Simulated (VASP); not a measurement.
# Sn3Sb2Au3 (R-3m) in VASP: single point with r2SCAN

Aim: the single point of Sn3Sb2Au3 with r2SCAN.

Program: VASP 6.6.1. These are calculated values, not measurements. Logs are shortened: lines on timing, memory, paths and dates and some standing lists are left out, and cuts for length are marked.

## 1. The cell of the first run

Symmetry: R-3m, No. 166, trigonal system. Conventional cell: a = 5.579 Å, b = 5.579 Å, c = 22.062 Å, α = 90.00°, β = 90.00°, γ = 120.00°. Sn (site symmetry -3m) has 6 Sb at 3.46 Å and 6 Sn at 3.84 Å and 6 Au at 4.01 Å within 4.5 Å. Sn (site symmetry 3m) has 4 Sn at 3.17 to 3.84 Å and 6 Au at 3.21 Å and 4 Sb at 3.33 to 3.35 Å within 4.2 Å. Au (site symmetry 2/m) has 4 Au at 2.79 Å and 2 Sb at 2.91 Å and 4 Sn at 3.21 Å within 3.7 Å. Sb (site symmetry 3m) has 3 Au at 2.91 Å and 7 Sn at 3.33 to 3.46 Å within 3.8 Å.

## 2. Single point, r2SCAN

Contents of POSCAR:

```
Sn3Sb2Au3
1.0
    5.5788698128      0.0000000000      0.0000000000
   -2.7894349064      4.8314429823      0.0000001174
   -2.7894349064      1.6104808154      7.3538989692
Sn Au Sb
3 3 2
Direct
    0.5000000000      0.5000000000      0.5000000000
    0.0718751242      0.9281248758      0.2156253726
    0.9281248758      0.0718751242      0.7843746274
    0.5000000000      0.0000000000      0.0000000000
    0.0000000000      0.5000000000      0.0000000000
    0.5000000000      0.5000000000      0.0000000000
    0.2237058966      0.7762941034      0.6711176897
    0.7762941034      0.2237058966      0.3288823103
```

Contents of INCAR.step1:

```
SYSTEM = Sn3Sb2Au3
PREC = Accurate
ENCUT = 520
ISMEAR = 0
SIGMA = 0.0882
LREAL = .FALSE.
LASPH = .TRUE.
NELM = 80
NBANDS = 52
GGA = PE
ALGO = Normal
EDIFF = 1E-4
LWAVE = .TRUE.
LCHARG = .FALSE.
```

Contents of INCAR.step2:

```
SYSTEM = Sn3Sb2Au3
PREC = Accurate
ENCUT = 520
EDIFF = 1E-6
ISMEAR = 0
SIGMA = 0.0882
LREAL = .FALSE.
LASPH = .TRUE.
NELM = 80
ALGO = Normal
ISIF = 2
LWAVE = .FALSE.
LCHARG = .FALSE.
METAGGA = R2SCAN
LMIXTAU = .TRUE.
NBANDS = 52
ISTART = 1
```

Contents of KPOINTS:

```
regular mesh
0
G
  5 5 5
  0 0 0
```

Potentials or basis: VASP PAW PBE potentials, release 64 (Sn_d, Au, Sb).

On the command line:

```
$ cat potpaw_PBE.64/Sn_d/POTCAR potpaw_PBE.64/Au/POTCAR potpaw_PBE.64/Sb/POTCAR > POTCAR
$ cp INCAR.step1 INCAR
$ mpirun -np 1 vasp_std > vasp.out
$ cp INCAR.step2 INCAR
$ mpirun -np 1 vasp_std > vasp.out
```

OUTCAR:

```text
SYSTEM = Sn3Sb2Au3
   PREC = Accurate
   ENCUT = 520
   EDIFF = 1E-6
   ISMEAR = 0
   LREAL = .FALSE.
   LASPH = .TRUE.
   NELM = 80
   ISIF = 2
   METAGGA = R2SCAN
   ISTART = 1

 ion  position               nearest neighbor table
   1  0.500  0.500  0.500-   7 3.46   8 3.46   7 3.46   8 3.46   7 3.46   8 3.46
   2  0.072  0.928  0.216-   3 3.17   4 3.21   4 3.21   6 3.21   5 3.21   5 3.21   6 3.21   8 3.33
                             8 3.33   8 3.33   7 3.35
   3  0.928  0.072  0.784-   2 3.17   4 3.21   4 3.21   6 3.21   5 3.21   5 3.21   6 3.21   7 3.33
                             7 3.33   7 3.33   8 3.35
   4  0.500  0.000  0.000-   5 2.79   6 2.79   6 2.79   5 2.79   7 2.91   8 2.91   3 3.21   2 3.21
                             3 3.21   2 3.21
   5  0.000  0.500  0.000-   6 2.79   6 2.79   4 2.79   4 2.79   7 2.91   8 2.91   2 3.21   3 3.21
                             3 3.21   2 3.21
   6  0.500  0.500  0.000-   5 2.79   5 2.79   4 2.79   4 2.79   7 2.91   8 2.91   3 3.21   2 3.21
                             2 3.21   3 3.21
   7  0.224  0.776  0.671-   6 2.91   4 2.91   5 2.91   3 3.33   3 3.33   3 3.33   2 3.35   1 3.46
                             1 3.46   1 3.46
   8  0.776  0.224  0.329-   6 2.91   4 2.91   5 2.91   2 3.33   2 3.33   2 3.33   3 3.35   1 3.46
                             1 3.46   1 3.46

  LATTYP: Found a trigonal (rhomboedric) cell.
 ALAT       =     8.0283513627
 COS(alpha) =     0.7585597258

  Lattice vectors:

 A1 = (   0.0000000000,  -3.2209621669,   7.3538988518)
 A2 = (   2.7894349064,   1.6104808154,   7.3538989692)
 A3 = (  -2.7894349064,   1.6104808154,   7.3538989692)

Analysis of symmetry for initial positions (statically):
=====================================================================
 Subroutine PRICEL returns:
 Original cell was already a primitive cell.

 Routine SETGRP: Setting up the symmetry group for a
 trigonal (rhombohedral) supercell.

 Subroutine GETGRP returns: Found 12 space group operations
 (whereof 12 operations were pure point group operations)
 out of a pool of 12 trial point group operations.

The static configuration has the point symmetry D_3d.

Analysis of symmetry for dynamics (positions and initial velocities):
=====================================================================
 Subroutine PRICEL returns:
 Original cell was already a primitive cell.

 Routine SETGRP: Setting up the symmetry group for a
 trigonal (rhombohedral) supercell.

 Subroutine GETGRP returns: Found 12 space group operations
 (whereof 12 operations were pure point group operations)
 out of a pool of 12 trial point group operations.

The dynamic configuration has the point symmetry D_3d.

 Subroutine INISYM returns: Found 12 space group operations
 (whereof 12 operations are pure point group operations),
 and found     1 'primitive' translations

----------------------------------------------------------------------------------------

                                     Primitive cell

  volume of cell :     198.2169

  direct lattice vectors                    reciprocal lattice vectors
     5.578869813  0.000000000  0.000000000     0.179247775  0.103488750  0.045327432
    -2.789434906  4.831442982  0.000000117     0.000000000  0.206977503 -0.045327424
    -2.789434906  1.610480815  7.353898969     0.000000000 -0.000000003  0.135982288

  length of vectors
     5.578869813  5.578869813  8.028351363     0.211882661  0.211882661  0.135982288

  position of ions in fractional coordinates (direct lattice)
     0.500000000  0.500000000  0.500000000
     0.071875124  0.928124876  0.215625373
     0.928124876  0.071875124  0.784374627
     0.500000000  0.000000000  0.000000000
     0.000000000  0.500000000  1.000000000
     0.500000000  0.500000000  1.000000000
     0.223705897  0.776294103  0.671117690
     0.776294103  0.223705897  0.328882310

  ion indices of the primitive-cell ions
   primitive index   ion index
                 1           1
                 2           2
                 3           3
                 4           4
                 5           5
                 6           6
                 7           7
                 8           8

----------------------------------------------------------------------------------------

 KPOINTS: regular mesh

Automatic generation of k-mesh.
 Grid dimensions read from file:
 generate k-points for:    5    5    5

 Generating k-lattice:

  Cartesian coordinates                     Fractional coordinates (reciprocal lattice)
     0.035849555  0.020697750  0.009065486     0.200000000  0.000000000  0.000000000
     0.000000000  0.041395501 -0.009065485     0.000000000  0.200000000 -0.000000000
     0.000000000 -0.000000001  0.027196458     0.000000000  0.000000000  0.200000000

  Length of vectors
     0.042376532  0.042376532  0.027196458

  Shift w.r.t. Gamma in fractional coordinates (k-lattice)
     0.000000000  0.000000000  0.000000000

 Subroutine IBZKPT returns following result:
 ===========================================

 Found     19 irreducible k-points:

 Following reciprocal coordinates:
            Coordinates               Weight
  0.000000  0.000000  0.000000      1.000000
  0.200000  0.000000  0.000000      6.000000
  0.400000 -0.000000 -0.000000      6.000000
  0.200000  0.200000  0.000000      6.000000
  0.400000  0.200000  0.000000     12.000000
 -0.400000  0.200000 -0.000000     12.000000
[... 11 lines left out ...]
  0.000000  0.000000  0.400000      2.000000
  0.200000  0.000000  0.400000      6.000000
   k-points           NKPTS =     19   k-points in BZ     NKDIM =     19   number of bands    NBANDS=     52
   number of dos      NEDOS =    301   number of ions     NIONS =      8
   total plane-waves  NPLWV = 105840
   dimension x,y,z NGX =    42 NGY =   42 NGZ =   60
   dimension x,y,z NGXF=    84 NGYF=   84 NGZF=  120
   ions per type =               3   3   2
   NGX,Y,Z   is equivalent  to a cutoff of  12.52, 12.52, 12.42 a.u.
   NGXF,Y,Z  is equivalent  to a cutoff of  25.03, 25.03, 24.85 a.u.
 SYSTEM =  Sn3Sb2Au3
   PREC   = accura    normal or accurate (medium, high low for compatibility)
   ISTART =      1    job   : 0-new  1-cont  2-samecut
   ICHARG =      0    charge: 1-file 2-atom 10-const
   ISPIN  =      1    spin polarized calculation?
   LNONCOLLINEAR =      F non collinear calculations
   LSORBIT =      F    spin-orbit coupling
   LASPH  =      T    aspherical Exc in radial PAW
   ENCUT  =  520.0 eV  38.22 Ry    6.18 a.u.  10.37 10.37 14.93*2*pi/ulx,y,z
   NELM   =     80;   NELMIN=  2; NELMDL=  0     # of ELM steps
   EDIFF  = 0.1E-05   stopping-criterion for ELM
   LREAL  =      F    real-space projection
   EDIFFG = 0.1E-04   stopping-criterion for IOM
   NSW    =      0    number of steps for IOM
   IBRION =     -1    ionic relax: 0-MD 1-quasi-New 2-CG
   NFREE  =      0    steps in history (QN), initial steepest desc. (CG)
   ISIF   =      2    stress and relaxation
   ISYM   =      2    0-nonsym 1-usesym 2-fastsym
   POTIM  = 0.5000    time-step for ionic-motion
   TEBEG  =    0.0;   TEEND  =   0.0 temperature during run
   PSTRESS=    0.0 pullay stress
   NELECT =      85.0000    total number of electrons
   NUPDOWN=      -1.0000    fix difference up-down
   EMIN   =  10.00;   EMAX   =-10.00  energy-range for DOS
   EFERMI =   0.00;   METHOD = LEGACY
   ISMEAR =     0;   SIGMA  =   0.09  broadening in eV -4-tet -1-fermi 0-gaus
   EFERMI_NEDOS =   21; number of points for ismear=-14 and -15
   IALGO  =     38    algorithm
   IMIX   =      4    mixing-type and parameters
     AMIX     =   0.40;   BMIX     =  1.00
     AMIX_MAG =   1.60;   BMIX_MAG =  1.00
  volume/ion in A,a.u.               =      24.78       167.20
  Fermi-wavevector in a.u.,A,eV,Ry     =   1.234528  2.332919 20.736082  1.524059
  Thomas-Fermi vector in A             =   2.369214
   LORBIT       =      0    0 simple, 1 ext, 2 COOP (PROOUT), +10 PAW based schemes
   METAGGA = R2SCAN    functional components
   LHFCALC =     F    Hartree Fock is set to
   AEXX    =    0.0000 exact exchange contribution
   IVDW    =     0    specifies the selected vdW correction
   LEPSILON=     F    determine dielectric tensor
   LRPA    =     F    only Hartree local field effects (RPA)
 non-spin polarized calculation
 Gauss-broadening in eV      SIGMA  =   0.09
  energy-cutoff  :      520.00
  volume of cell :      198.22
 maximum number of plane-waves:      5380
 NGX is ok and might be reduce to    42
   NGX = 21   NGY = 21   NGZ = 29

 number of electron      84.9999999 magnetization

 Free energy of the ion-electron system (eV)
  ---------------------------------------------------
  ext. energy  EPLUGINS =         0.00000000
  ---------------------------------------------------
  free energy    TOTEN  =      -276.15280361 eV

  energy without entropy =     -276.14431686  energy(sigma->0) =     -276.14856024

 E-fermi :   7.8755     XC(G=0): -11.3624

 val. band max:        7.8664056688   @ k =   0.0000   0.0000   0.2000
 cond. band min:       7.8878235110   @ k =  -0.2000   0.2000  -0.0000
 fundamental gap:      0.0214178421
 Fermi energy:         7.8754661332

 k-point     1 :       0.0000    0.0000    0.0000
  band No.  band energies     occupation
      1     -14.7389      2.00000
      2     -14.7286      2.00000
      3     -14.7286      2.00000
      4     -14.6930      2.00000
      5     -14.6929      2.00000
      6     -14.4805      2.00000
[... 44 lines left out ...]
     51      10.6166      0.00000
     52      11.4816      0.00000

 k-point     2 :       0.2000    0.0000    0.0000
  band No.  band energies     occupation
      1     -14.7386      2.00000
      2     -14.7286      2.00000
      3     -14.7285      2.00000
      4     -14.6929      2.00000
      5     -14.6926      2.00000
      6     -14.4804      2.00000
[... 44 lines left out ...]
     51      10.9385      0.00000
     52      11.9699      0.00000

 k-point     3 :       0.4000   -0.0000   -0.0000
  band No.  band energies     occupation
      1     -14.7382      2.00000
      2     -14.7285      2.00000
      3     -14.7283      2.00000
      4     -14.6928      2.00000
      5     -14.6921      2.00000
      6     -14.4802      2.00000
[... 44 lines left out ...]
     51      11.4371      0.00000
     52      11.8602      0.00000
[... 771 lines left out ...]
 k-point    18 :       0.0000    0.0000    0.4000
  band No.  band energies     occupation
      1     -14.7388      2.00000
      2     -14.7286      2.00000
      3     -14.7286      2.00000
      4     -14.6931      2.00000
      5     -14.6930      2.00000
      6     -14.4816      2.00000
[... 44 lines left out ...]
     51      11.6518      0.00000
     52      11.6518      0.00000

 k-point    19 :       0.2000    0.0000    0.4000
  band No.  band energies     occupation
      1     -14.7386      2.00000
      2     -14.7286      2.00000
      3     -14.7285      2.00000
      4     -14.6930      2.00000
      5     -14.6927      2.00000
      6     -14.4812      2.00000
[... 44 lines left out ...]
     51      12.3563      0.00000
     52      12.3869      0.00000

------------------------ aborting loop because EDIFF is reached ----------------------------------------

  FORCE on cell =-STRESS in cart. coord.  units (eV):
  Direction    XX          YY          ZZ          XY          YZ          ZX
  --------------------------------------------------------------------------------------
  -------------------------------------------------------------------------------------
  Total        0.0270594      0.0270594     -0.0491374     -0.0000000      0.0000000     -0.0000000
  in kB        0.2187194      0.2187194     -0.3971755     -0.0000000      0.0000000     -0.0000000
  external PRESSURE =       0.0134211 kB  Pullay stress =       0.0000000 kB

 VOLUME and BASIS-vectors are now :
 -----------------------------------------------------------------------------
  energy-cutoff  :      520.00
  volume of cell :      198.22
      direct lattice vectors                 reciprocal lattice vectors
     5.578869813  0.000000000  0.000000000     0.179247775  0.103488750  0.045327432
    -2.789434906  4.831442982  0.000000117     0.000000000  0.206977503 -0.045327424
    -2.789434906  1.610480815  7.353898969     0.000000000 -0.000000003  0.135982288

 POSITION                                       TOTAL-FORCE (eV/Angst)
 -----------------------------------------------------------------------------------
      0.00000      3.22096      3.67695         0.000000      0.000000      0.000000
     -2.78943      4.83144      1.58569        -0.000000     -0.000000      0.012408
      2.78943      1.61048      5.76821         0.000000      0.000000     -0.012408
      2.78943      0.00000      0.00000         0.000000      0.000000      0.000000
     -1.39472      2.41572      0.00000         0.000000     -0.000000      0.000000
      1.39472      2.41572      0.00000         0.000000      0.000000      0.000000
     -2.78943      4.83144      4.93533         0.000000      0.000000     -0.006158
      2.78943      1.61048      2.41857        -0.000000     -0.000000      0.006158
 -----------------------------------------------------------------------------------
    total drift:                                0.000000     -0.000000     -0.000000

  FREE ENERGIE OF THE ION-ELECTRON SYSTEM (eV)
  ---------------------------------------------------
  free  energy   TOTEN  =      -276.1528036136 eV

  energy  without entropy=     -276.1443168647  energy(sigma->0) =     -276.14856024
```

Run time: 9.9 min. Hardware: 1 thread of Intel Xeon Platinum 8375C at 2.90GHz (Ice Lake), shared host; peak memory 0.47 GiB.

What came out:

```yaml
Free_energy: -276.1528 eV
Pressure: 0.0 GPa
Largest_force: 0.012 eV/Å
Band_gap_on_the_k_mesh: zero (an odd number of electrons rules out a gap without spin polarisation)
```

Forces in eV/Å, atoms in the order of the input:
```
Sn   0.000  0.000  0.000
Sn   0.000  0.000  0.012
Sn   0.000  0.000 -0.012
Au   0.000  0.000  0.000
Au   0.000  0.000  0.000
Au   0.000  0.000  0.000
Sb   0.000  0.000 -0.006
Sb   0.000  0.000  0.006
```

Levels at points of the mesh, in eV from the Fermi level:
```tsv
k point	band 39	band 40	band 41	band 42	band 43	band 44	band 45	band 46	band 47	band 48
(0.00, 0.00, 0.00)	-2.08	-2.00	-1.65	-1.58	-1.58	0.34	1.67	1.67	1.68	1.86
```

Caveat: the PAW data sets were made with another functional, which shifts forces and pressure a little; spin-orbit coupling is left out, which moves the levels of the heavy elements.

The gap in the log of VASP goes by the Fermi energy; the results here count the filled bands.